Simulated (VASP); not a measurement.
A run of VASP 6.6.1:

INCAR

```
PREC = Accurate
ENCUT = 520
EDIFF = 1E-8
ISMEAR = -1
SIGMA = 0.05
LREAL = F
LASPH = T
NELM = 100
ALGO = Normal
ISIF = 2
LWAVE = F
LCHARG = F
GGA = PS
LEFG = T
NBANDS = 11
```

Contents of KPOINTS:

```
Automatic mesh
0
Gamma
  14 14 14
```

POSCAR

```
Hf
1.0
   -1.8230500000      1.8050000000      1.8050000000
    1.8050000000     -1.8230500000      1.8050000000
    1.8050000000      1.8050000000     -1.8230500000
Hf
1
Direct
    0.0000000000      0.0000000000      0.0000000000
```

Potentials or basis: VASP PAW PBE potentials, release 64 (Hf_pv).

Run with:

```console
$ cat potpaw_PBE.64/Hf_pv/POTCAR > POTCAR
$ mpirun -np 1 vasp_std > vasp.out
```

Hardware: 1 thread of Intel(R) Xeon(R) Platinum 8259CL CPU @ 2.50GHz (Skylake/Cascade Lake), with other jobs on the host.

How long does it take, and how much memory?

Wall time 72 s on 1 thread of Intel(R) Xeon(R) Platinum 8259CL CPU @ 2.50GHz (Skylake/Cascade Lake), on a shared host, peak memory 0.2 GiB. Counts: scf iterations 14, k points 288.
